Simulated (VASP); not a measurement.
# ZnCu (Cmmm) in VASP: single point with PBEsol

Aim: the single point of ZnCu with PBEsol.

All numbers are computed with VASP 6.6.1; they aren't measurements. Logs are shortened: lines on timing, memory, paths and dates and some standing lists are left out, and cuts for length are marked.

## Step 1: The cell of the first run

The structure is orthorhombic, space group Cmmm (No. 65). The conventional cell has a = 2.976 Å, b = 4.243 Å, c = 4.141 Å, α = 90.00°, β = 90.00°, γ = 90.00°. Within 3.4 Å of Zn (site symmetry mmm) lie 8 Cu at 2.55 to 2.96 Å and 6 Zn at 2.59 to 2.98 Å. Within 3.4 Å of Cu (site symmetry mmm) lie 8 Zn at 2.55 to 2.96 Å and 6 Cu at 2.59 to 2.98 Å.

## Step 2: Single point, PBEsol

Input file INCAR:

```
PREC     = Accurate       # precision mode
ENCUT    = 520            # plane-wave cutoff, eV
EDIFF    = 1E-6           # SCF threshold, eV
ISMEAR   = 0              # smearing method
SIGMA    = 0.15           # smearing width, eV
LREAL    = False          # projectors in reciprocal space
LASPH    = True           # aspherical terms in the spheres
NELM     = 80             # most SCF steps
ALGO     = Fast           # electronic algorithm
ISIF     = 2              # what is computed and relaxed
LWAVE    = False          # write WAVECAR
LCHARG   = True           # write CHGCAR
GGA      = PS             # functional
LELF     = True           # ELF
LVHAR    = True         
NBANDS   = 18             # bands
```

Input file KPOINTS:

```
regular mesh
0
Gamma
  20 20 12
```

Input file POSCAR:

```
ZnCu
1.0
    1.4880390000     -2.1212790000      0.0000000000
    1.4880390000      2.1212790000      0.0000000000
    0.0000000000      0.0000000000      4.1407460000
Zn Cu
1 1
Direct
    0.5000000000      0.5000000000      0.5000000000
    0.0000000000      0.0000000000      0.0000000000
```

Potentials or basis: VASP PAW PBE potentials, release 64 (Zn, Cu).

Command:

```sh
$ cat potpaw_PBE.64/Zn/POTCAR potpaw_PBE.64/Cu/POTCAR > POTCAR
$ mpirun -np 1 vasp_std > vasp.out
```

OUTCAR:

```text
PREC = Accurate
   ENCUT = 520
   EDIFF = 1E-6
   ISMEAR = 0
   LREAL = False
   LASPH = True
   NELM = 80
   ISIF = 2
   GGA = PS

 ion  position               nearest neighbor table
   1  0.500  0.500  0.500-   2 2.55   2 2.55   2 2.55   2 2.55
   2  0.000  0.000  0.000-   1 2.55   1 2.55   1 2.55   1 2.55

  LATTYP: Found a base centered orthorhombic cell.
 ALAT       =     2.9760780000
 B/A-ratio  =     1.4255533625
 C/A-ratio  =     1.3913432376

  Lattice vectors:

 A1 = (   1.4880390000,  -2.1212790000,   0.0000000000)
 A2 = (   1.4880390000,   2.1212790000,   0.0000000000)
 A3 = (   0.0000000000,   0.0000000000,   4.1407460000)

Analysis of symmetry for initial positions (statically):
=====================================================================
 Subroutine PRICEL returns:
 Original cell was already a primitive cell.

 Routine SETGRP: Setting up the symmetry group for a
 base centered orthorhombic supercell.

 Subroutine GETGRP returns: Found  8 space group operations
 (whereof  8 operations were pure point group operations)
 out of a pool of  8 trial point group operations.

The static configuration has the point symmetry D_2h.

Analysis of symmetry for dynamics (positions and initial velocities):
=====================================================================
 Subroutine PRICEL returns:
 Original cell was already a primitive cell.

 Routine SETGRP: Setting up the symmetry group for a
 base centered orthorhombic supercell.

 Subroutine GETGRP returns: Found  8 space group operations
 (whereof  8 operations were pure point group operations)
 out of a pool of  8 trial point group operations.

The dynamic configuration has the point symmetry D_2h.

 Subroutine INISYM returns: Found  8 space group operations
 (whereof  8 operations are pure point group operations),
 and found     1 'primitive' translations

----------------------------------------------------------------------------------------

                                     Primitive cell

  volume of cell :      26.1409

  direct lattice vectors                    reciprocal lattice vectors
     1.488039000 -2.121279000  0.000000000     0.336012699 -0.235706854  0.000000000
     1.488039000  2.121279000  0.000000000     0.336012699  0.235706854  0.000000000
     0.000000000  0.000000000  4.140746000     0.000000000  0.000000000  0.241502377

  length of vectors
     2.591155082  2.591155082  4.140746000     0.410441536  0.410441536  0.241502377

  position of ions in fractional coordinates (direct lattice)
     0.500000000  0.500000000  0.500000000
     0.000000000  0.000000000  0.000000000

  ion indices of the primitive-cell ions
   primitive index   ion index
                 1           1
                 2           2

----------------------------------------------------------------------------------------

 KPOINTS: regular mesh

Automatic generation of k-mesh.
 Grid dimensions read from file:
 generate k-points for:   20   20   12

 Generating k-lattice:

  Cartesian coordinates                     Fractional coordinates (reciprocal lattice)
     0.016800635 -0.011785343  0.000000000     0.050000000  0.000000000  0.000000000
     0.016800635  0.011785343  0.000000000     0.000000000  0.050000000  0.000000000
     0.000000000  0.000000000  0.020125198     0.000000000  0.000000000  0.083333333

  Length of vectors
     0.020522077  0.020522077  0.020125198

  Shift w.r.t. Gamma in fractional coordinates (k-lattice)
     0.000000000  0.000000000  0.000000000

 Subroutine IBZKPT returns following result:
 ===========================================

 Found    777 irreducible k-points:

 Following reciprocal coordinates:
            Coordinates               Weight
  0.000000  0.000000  0.000000      1.000000
  0.050000  0.000000  0.000000      4.000000
  0.100000 -0.000000  0.000000      4.000000
  0.150000  0.000000  0.000000      4.000000
  0.200000 -0.000000  0.000000      4.000000
  0.250000 -0.000000  0.000000      4.000000
[... 16 lines left out ...]
 -0.400000  0.050000  0.000000      4.000000
 -0.350000  0.050000  0.000000      4.000000
 [... further k-points ...]
   k-points           NKPTS =    777   k-points in BZ     NKDIM =    777   number of bands    NBANDS=     18
   number of dos      NEDOS =    301   number of ions     NIONS =      2
   total plane-waves  NPLWV =  12800
   dimension x,y,z NGX =    20 NGY =   20 NGZ =   32
   dimension x,y,z NGXF=    40 NGYF=   40 NGZF=   64
   ions per type =               1   1
   NGX,Y,Z   is equivalent  to a cutoff of  12.83, 12.83, 12.85 a.u.
   NGXF,Y,Z  is equivalent  to a cutoff of  25.66, 25.66, 25.70 a.u.
 SYSTEM =  unknown system
   PREC   = accura    normal or accurate (medium, high low for compatibility)
   ISTART =      0    job   : 0-new  1-cont  2-samecut
   ICHARG =      2    charge: 1-file 2-atom 10-const
   ISPIN  =      1    spin polarized calculation?
   LNONCOLLINEAR =      F non collinear calculations
   LSORBIT =      F    spin-orbit coupling
   LASPH  =      T    aspherical Exc in radial PAW
   ENCUT  =  520.0 eV  38.22 Ry    6.18 a.u.   4.82  4.82  7.70*2*pi/ulx,y,z
   NELM   =     80;   NELMIN=  2; NELMDL= -5     # of ELM steps
   EDIFF  = 0.1E-05   stopping-criterion for ELM
   LREAL  =      F    real-space projection
[... 7 lines left out ...]
   TEBEG  =    0.0;   TEEND  =   0.0 temperature during run
   PSTRESS=    0.0 pullay stress
   NELECT =      23.0000    total number of electrons
   NUPDOWN=      -1.0000    fix difference up-down
   EMIN   =  10.00;   EMAX   =-10.00  energy-range for DOS
   EFERMI =   0.00;   METHOD = LEGACY
   ISMEAR =     0;   SIGMA  =   0.15  broadening in eV -4-tet -1-fermi 0-gaus
   EFERMI_NEDOS =   21; number of points for ismear=-14 and -15
   IALGO  =     68    algorithm
   IMIX   =      4    mixing-type and parameters
     AMIX     =   0.40;   BMIX     =  1.00
     AMIX_MAG =   1.60;   BMIX_MAG =  1.00
  volume/ion in A,a.u.               =      13.07        88.20
  Fermi-wavevector in a.u.,A,eV,Ry     =   1.568714  2.964440 33.482099  2.460865
  Thomas-Fermi vector in A             =   2.670704
   LORBIT       =      0    0 simple, 1 ext, 2 COOP (PROOUT), +10 PAW based schemes
   GGA     = PS    functional components
   LHFCALC =     F    Hartree Fock is set to
   AEXX    =    0.0000 exact exchange contribution
   IVDW    =     0    specifies the selected vdW correction
   LEPSILON=     F    determine dielectric tensor
   LRPA    =     F    only Hartree local field effects (RPA)
 non-spin polarized calculation
 RMM-DIIS sequential band-by-band and
 Gauss-broadening in eV      SIGMA  =   0.15
  energy-cutoff  :      520.00
  volume of cell :       26.14
 maximum number of plane-waves:       728
   NGX =  9   NGY =  9   NGZ = 15

 number of electron      22.9999985 magnetization

 Free energy of the ion-electron system (eV)
  ---------------------------------------------------
  ext. energy  EPLUGINS =         0.00000000
  ---------------------------------------------------
  free energy    TOTEN  =        -5.98185314 eV

  energy without entropy =       -5.97536639  energy(sigma->0) =       -5.97860977

 E-fermi :   5.1339     XC(G=0): -12.4357

 val. band max:        5.1324721003   @ k =   0.3000   0.2500   0.4167
 cond. band min:       5.1366552987   @ k =   0.3000   0.2000   0.3333
 fundamental gap:      0.0041831984
 Fermi energy:         5.1339139414

 k-point     1 :       0.0000    0.0000    0.0000
  band No.  band energies     occupation
      1      -5.1234      2.00000
      2      -2.9008      2.00000
      3      -2.7616      2.00000
      4      -2.0718      2.00000
      5      -2.0500      2.00000
      6      -1.8521      2.00000
[... 10 lines left out ...]
     17      25.5518      0.00000
     18      27.9624      0.00000

 k-point     2 :       0.0500    0.0000    0.0000
  band No.  band energies     occupation
      1      -5.0568      2.00000
      2      -2.8849      2.00000
      3      -2.7547      2.00000
      4      -2.0830      2.00000
      5      -2.0498      2.00000
      6      -1.8622      2.00000
[... 10 lines left out ...]
     17      26.2225      0.00000
     18      27.2327      0.00000

 k-point     3 :       0.1000   -0.0000    0.0000
  band No.  band energies     occupation
      1      -4.8585      2.00000
      2      -2.8452      2.00000
      3      -2.7291      2.00000
      4      -2.1200      2.00000
      5      -2.0473      2.00000
      6      -1.8855      2.00000
[... 10 lines left out ...]
     17      25.2587      0.00000
     18      25.7617      0.00000

 k-point     4 :       0.1500    0.0000    0.0000
  band No.  band energies     occupation
      1      -4.5346      2.00000
      2      -2.8064      2.00000
      3      -2.6671      2.00000
      4      -2.1869      2.00000
      5      -2.0378      2.00000
      6      -1.9084      2.00000
[... 10 lines left out ...]
     17      23.7920      0.00000
     18      25.1040      0.00000

 k-point     5 :       0.2000   -0.0000    0.0000
  band No.  band energies     occupation
      1      -4.1006      2.00000
      2      -2.7796      2.00000
      3      -2.5604      2.00000
      4      -2.2779      2.00000
      5      -2.0160      2.00000
      6      -1.9240      2.00000
[... 10 lines left out ...]
     17      21.8419      0.00000
     18      23.8708      0.00000

 k-point     6 :       0.2500   -0.0000    0.0000
  band No.  band energies     occupation
      1      -3.6043      2.00000
      2      -2.7356      2.00000
      3      -2.4116      2.00000
      4      -2.3790      2.00000
      5      -1.9789      2.00000
      6      -1.9335      2.00000
[... 10 lines left out ...]
     17      19.9461      0.00000
     18      22.7933      0.00000

 k-point     7 :       0.3000    0.0000    0.0000
  band No.  band energies     occupation
      1      -3.2099      2.00000
      2      -2.5992      2.00000
      3      -2.4770      2.00000
      4      -2.1576      2.00000
      5      -1.9392      2.00000
      6      -1.9247      2.00000
[... 10 lines left out ...]
     17      18.6662      0.00000
     18      21.8372      0.00000

 k-point     8 :       0.3500   -0.0000    0.0000
  band No.  band energies     occupation
      1      -3.0750      2.00000
      2      -2.5616      2.00000
      3      -2.4218      2.00000
      4      -1.9426      2.00000
      5      -1.8916      2.00000
      6      -1.5860      2.00000
[... 10 lines left out ...]
     17      18.6158      0.00000
     18      21.0122      0.00000
[... 229 lines left out ...]
     17      16.7513      0.00000
     18      21.8545      0.00000

 k-point    20 :       0.4500    0.0500    0.0000
  band No.  band energies     occupation
      1      -3.0335      2.00000
      2      -2.6666      2.00000
      3      -2.2490      2.00000
      4      -1.9649      2.00000
      5      -1.8242      2.00000
      6       0.1022      2.00000
[... 10 lines left out ...]
     17      16.9902      0.00000
     18      21.4039      0.00000

 k-point    21 :       0.5000    0.0500    0.0000
  band No.  band energies     occupation
      1      -3.0270      2.00000
      2      -2.6757      2.00000
      3      -2.2426      2.00000
      4      -1.9646      2.00000
      5      -1.8383      2.00000
      6       0.2267      2.00000
[... 10 lines left out ...]
     17      17.3581      0.00000
     18      21.0808      0.00000

 k-point    22 :      -0.4500    0.0500    0.0000
  band No.  band energies     occupation
      1      -3.0156      2.00000
      2      -2.6577      2.00000
      3      -2.2710      2.00000
      4      -1.9635      2.00000
      5      -1.8842      2.00000
      6      -0.2447      2.00000
[... 10 lines left out ...]
     17      17.8552      0.00000
     18      20.8786      0.00000

 k-point    23 :      -0.4000    0.0500    0.0000
  band No.  band energies     occupation
      1      -3.0079      2.00000
      2      -2.6133      2.00000
      3      -2.3391      2.00000
      4      -1.9672      2.00000
      5      -1.9621      2.00000
      6      -0.9731      2.00000
[... 10 lines left out ...]
     17      18.4783      0.00000
     18      20.7857      0.00000

 k-point    24 :      -0.3500    0.0500    0.0000
  band No.  band energies     occupation
      1      -3.0407      2.00000
      2      -2.5446      2.00000
      3      -2.4710      2.00000
      4      -2.1086      2.00000
      5      -1.9604      2.00000
      6      -1.6051      2.00000
[... 10 lines left out ...]
     17      19.2166      0.00000
     18      20.7893      0.00000

 [... further k-points ...]

------------------------ aborting loop because EDIFF is reached ----------------------------------------

  FORCE on cell =-STRESS in cart. coord.  units (eV):
  Direction    XX          YY          ZZ          XY          YZ          ZX
  --------------------------------------------------------------------------------------
  -------------------------------------------------------------------------------------
  Total       -0.8085010     -1.1402970     -1.0312388      0.0000000      0.0000000      0.0000000
  in kB      -49.5530545    -69.8888462    -63.2046681      0.0000000      0.0000000      0.0000000
  external PRESSURE =     -60.8821896 kB  Pullay stress =       0.0000000 kB

 VOLUME and BASIS-vectors are now :
 -----------------------------------------------------------------------------
  energy-cutoff  :      520.00
  volume of cell :       26.14
      direct lattice vectors                 reciprocal lattice vectors
     1.488039000 -2.121279000  0.000000000     0.336012699 -0.235706854  0.000000000
     1.488039000  2.121279000  0.000000000     0.336012699  0.235706854  0.000000000
     0.000000000  0.000000000  4.140746000     0.000000000  0.000000000  0.241502377

 POSITION                                       TOTAL-FORCE (eV/Angst)
 -----------------------------------------------------------------------------------
      1.48804      0.00000      2.07037        -0.000000     -0.000000      0.000000
      0.00000      0.00000      0.00000         0.000000      0.000000      0.000000
 -----------------------------------------------------------------------------------
    total drift:                                0.000000      0.000000      0.000000

  FREE ENERGIE OF THE ION-ELECTRON SYSTEM (eV)
  ---------------------------------------------------
  free  energy   TOTEN  =        -5.9818531371 eV

  energy  without entropy=       -5.9753663937  energy(sigma->0) =       -5.97860977
```

It took 4.1 min on 1 thread of Intel Xeon Platinum 8488C (Sapphire Rapids), shared host; peak memory 0.46 GiB.

Results:

```
Free energy            : -5.9819 eV
Pressure               : -6.1 GPa
Band gap on the k mesh : zero (an odd number of electrons rules out a gap without spin polarisation)
```

Stress tensor (GPa, compression positive):
```
-4.96  0.00  0.00
 0.00 -6.99  0.00
 0.00  0.00 -6.32
```

Levels at points of the mesh, in eV from the Fermi level:
```tsv
k point	band 10	band 11	band 12	band 13	band 14	band 15
(0.00, 0.00, 0.00)	-2.48	-2.37	-1.65	2.11	14.08	14.98
(0.50, 0.00, 0.00)	-2.53	-2.21	-0.76	6.49	6.58	6.77
(0.50, 0.50, 0.00)	-2.05	-1.83	1.54	5.94	6.08	6.40
(0.00, 0.00, 0.50)	-2.65	-2.51	-2.39	11.28	11.63	16.47
(0.50, 0.00, 0.50)	-2.34	-2.12	-1.36	1.19	2.45	13.74
(0.50, 0.50, 0.50)	-1.83	1.19	1.56	1.80	3.53	8.42
```

Caveat: the cell stands under tension; the PAW data sets were made with another functional, which shifts forces and pressure a little.
